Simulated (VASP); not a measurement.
# Sn (I4_1/amd) in VASP: single point with PBE

Aim: the single point of Sn with PBE.

Program: VASP 6.6.1. These are calculated values, not measurements. Logs are shortened: lines on timing, memory, paths and dates and some standing lists are left out, and cuts for length are marked.

### 1 The cell of the first run

The structure is tetragonal, space group I4_1/amd (No. 141). The conventional cell has a = 4.728 Å, b = 4.728 Å, c = 6.491 Å, α = 90.00°, β = 90.00°, γ = 90.00°. Sn (site symmetry -4m2) has 4 Sn at 2.87 Å within 3.8 Å.

### 2 Single point, PBE (equal xx and yy strain of +3 %)

INCAR

```
SYSTEM = Sn
PREC = Accurate
ENCUT = 520
EDIFF = 1E-7
ISMEAR = -1
SIGMA = 0.03
LREAL = .FALSE.
LASPH = .TRUE.
NELM = 100
ALGO = Normal
ISIF = 2
LWAVE = .FALSE.
LCHARG = .FALSE.
GGA = PE
NBANDS = 21
```

KPOINTS

```
Automatic mesh
0
G
  9 9 9
  0 0 0
```

POSCAR

```
Sn
1.0
    0.0000000000      3.3429680000      3.2456000000
    3.3429680000      0.0000000000      3.2456000000
    3.3429680000      3.3429680000      0.0000000000
Sn
2
Direct
    0.5000000000      0.5000000000      0.5000000000
    0.7500000000      0.7500000000      0.7500000000
```

Potentials or basis: VASP PAW PBE potentials, release 64 (Sn_d).

The run is started by

```console
$ cat potpaw_PBE.64/Sn_d/POTCAR > POTCAR
$ mpirun -np 1 vasp_std > vasp.out
```

OUTCAR:

```text
SYSTEM = Sn
   PREC = Accurate
   ENCUT = 520
   EDIFF = 1E-7
   ISMEAR = -1
   LREAL = .FALSE.
   LASPH = .TRUE.
   NELM = 100
   ISIF = 2
   GGA = PE

 ion  position               nearest neighbor table
   1  0.500  0.500  0.500-   2 2.87   2 2.87   2 2.87   2 2.87
   2  0.750  0.750  0.750-   1 2.87   1 2.87   1 2.87   1 2.87

  LATTYP: Found a body centered tetragonal cell.
 ALAT       =     4.7276706842
 C/A-ratio  =     1.3730228761

  Lattice vectors:

 A1 = (   0.0000000000,  -3.3429680000,  -3.2456000000)
 A2 = (   0.0000000000,   3.3429680000,  -3.2456000000)
 A3 = (   3.3429680000,   0.0000000000,   3.2456000000)

Analysis of symmetry for initial positions (statically):
=====================================================================
 Subroutine PRICEL returns:
 Original cell was already a primitive cell.

 Routine SETGRP: Setting up the symmetry group for a
 body centered tetragonal supercell.

 Subroutine GETGRP returns: Found 16 space group operations
 (whereof  8 operations were pure point group operations)
 out of a pool of 16 trial point group operations.

The static configuration has the point symmetry D_2d.
 The point group associated with its full space group is D_4h.

Analysis of symmetry for dynamics (positions and initial velocities):
=====================================================================
 Subroutine PRICEL returns:
 Original cell was already a primitive cell.

 Routine SETGRP: Setting up the symmetry group for a
 body centered tetragonal supercell.

 Subroutine GETGRP returns: Found 16 space group operations
 (whereof  8 operations were pure point group operations)
 out of a pool of 16 trial point group operations.

The dynamic configuration has the point symmetry D_2d.
 The point group associated with its full space group is D_4h.

 Subroutine INISYM returns: Found 16 space group operations
 (whereof  8 operations are pure point group operations),
 and found     1 'primitive' translations

----------------------------------------------------------------------------------------

                                     Primitive cell

  volume of cell :      72.5420

  direct lattice vectors                    reciprocal lattice vectors
[... 80 lines left out ...]
   ICHARG =      2    charge: 1-file 2-atom 10-const
   ISPIN  =      1    spin polarized calculation?
   LNONCOLLINEAR =      F non collinear calculations
   LSORBIT =      F    spin-orbit coupling
   LASPH  =      T    aspherical Exc in radial PAW
   ENCUT  =  520.0 eV  38.22 Ry    6.18 a.u.   8.66  8.66  8.79*2*pi/ulx,y,z
   NELM   =    100;   NELMIN=  2; NELMDL= -5     # of ELM steps
   EDIFF  = 0.1E-06   stopping-criterion for ELM
   LREAL  =      F    real-space projection
   EDIFFG = 0.1E-05   stopping-criterion for IOM
   NSW    =      0    number of steps for IOM
   IBRION =     -1    ionic relax: 0-MD 1-quasi-New 2-CG
   NFREE  =      0    steps in history (QN), initial steepest desc. (CG)
   ISIF   =      2    stress and relaxation
   ISYM   =      2    0-nonsym 1-usesym 2-fastsym
   POTIM  = 0.5000    time-step for ionic-motion
   TEBEG  =    0.0;   TEEND  =   0.0 temperature during run
   PSTRESS=    0.0 pullay stress
   NELECT =      28.0000    total number of electrons
   NUPDOWN=      -1.0000    fix difference up-down
   EMIN   =  10.00;   EMAX   =-10.00  energy-range for DOS
   EFERMI =   0.00;   METHOD = LEGACY
   ISMEAR =    -1;   SIGMA  =   0.03  broadening in eV -4-tet -1-fermi 0-gaus
   EFERMI_NEDOS =   21; number of points for ismear=-14 and -15
   IALGO  =     38    algorithm
   IMIX   =      4    mixing-type and parameters
     AMIX     =   0.40;   BMIX     =  1.00
     AMIX_MAG =   1.60;   BMIX_MAG =  1.00
  volume/ion in A,a.u.               =      36.27       244.77
  Fermi-wavevector in a.u.,A,eV,Ry     =   1.191967  2.252492 19.330970  1.420786
  Thomas-Fermi vector in A             =   2.328017
   LORBIT       =      0    0 simple, 1 ext, 2 COOP (PROOUT), +10 PAW based schemes
   GGA     = PE    functional components
   LHFCALC =     F    Hartree Fock is set to
   AEXX    =    0.0000 exact exchange contribution
   IVDW    =     0    specifies the selected vdW correction
   LEPSILON=     F    determine dielectric tensor
   LRPA    =     F    only Hartree local field effects (RPA)
 non-spin polarized calculation
  energy-cutoff  :      520.00
  volume of cell :       72.54
 maximum number of plane-waves:      1972
   NGX = 17   NGY = 17   NGZ = 17

 number of electron      28.0000000 magnetization

 Free energy of the ion-electron system (eV)
  ---------------------------------------------------
  ext. energy  EPLUGINS =         0.00000000
  ---------------------------------------------------
  free energy    TOTEN  =        -7.68318494 eV

  energy without entropy =       -7.68200615  energy(sigma->0) =       -7.68259554

 E-fermi :   4.9649     XC(G=0):  -8.6175

 val. band max:        4.9623785347   @ k =   0.1111  -0.0000   0.0000
 cond. band min:       5.0530852926   @ k =   0.0000   0.0000   0.0000
 fundamental gap:      0.0907067579
 Fermi energy:         4.9648951302

 k-point     1 :       0.0000    0.0000    0.0000
  band No.  band energies     occupation
      1     -16.5546      2.00000
      2     -16.5456      2.00000
      3     -16.5456      2.00000
      4     -16.4978      2.00000
      5     -16.4959      2.00000
      6     -16.2397      2.00000
[... 565 lines left out ...]
     20      14.6098      0.00000
     21      14.8978      0.00000

 [... further k-points ...]

------------------------ aborting loop because EDIFF is reached ----------------------------------------

  FORCE on cell =-STRESS in cart. coord.  units (eV):
  Direction    XX          YY          ZZ          XY          YZ          ZX
  --------------------------------------------------------------------------------------
  -------------------------------------------------------------------------------------
  Total        0.1337498      0.1337498      0.4797302      0.0000000      0.0000000      0.0000000
  in kB        2.9540248      2.9540248     10.5954206      0.0000000      0.0000000      0.0000000
  external PRESSURE =       5.5011568 kB  Pullay stress =       0.0000000 kB

 VOLUME and BASIS-vectors are now :
 -----------------------------------------------------------------------------
  energy-cutoff  :      520.00
  volume of cell :       72.54
      direct lattice vectors                 reciprocal lattice vectors
     0.000000000  3.342968000  3.245600000    -0.149567690  0.149567690  0.154054720
     3.342968000  0.000000000  3.245600000     0.149567690 -0.149567690  0.154054720
     3.342968000  3.342968000  0.000000000     0.149567690  0.149567690 -0.154054720

 POSITION                                       TOTAL-FORCE (eV/Angst)
 -----------------------------------------------------------------------------------
      3.34297      3.34297      3.24560         0.000000      0.000000      0.000000
      5.01445      5.01445      4.86840         0.000000      0.000000     -0.000000
 -----------------------------------------------------------------------------------
    total drift:                                0.000000      0.000000      0.000000

  FREE ENERGIE OF THE ION-ELECTRON SYSTEM (eV)
  ---------------------------------------------------
  free  energy   TOTEN  =        -7.6831849440 eV

  energy  without entropy=       -7.6820061456  energy(sigma->0) =       -7.68259554
```

It took 44 s on 1 thread of Intel Xeon 6975P-C (Granite Rapids), shared host; peak memory 0.25 GiB.

What came out:

* Free energy: -7.6832 eV
* Pressure: 0.6 GPa
* Band gap on the k mesh: zero (bands 14 and 15 overlap by 0.13 eV)

Caveat: the cell differs from its parent crystal (equal xx and yy strain of +3 %); spin-orbit coupling is left out, which moves the levels of the heavy elements.
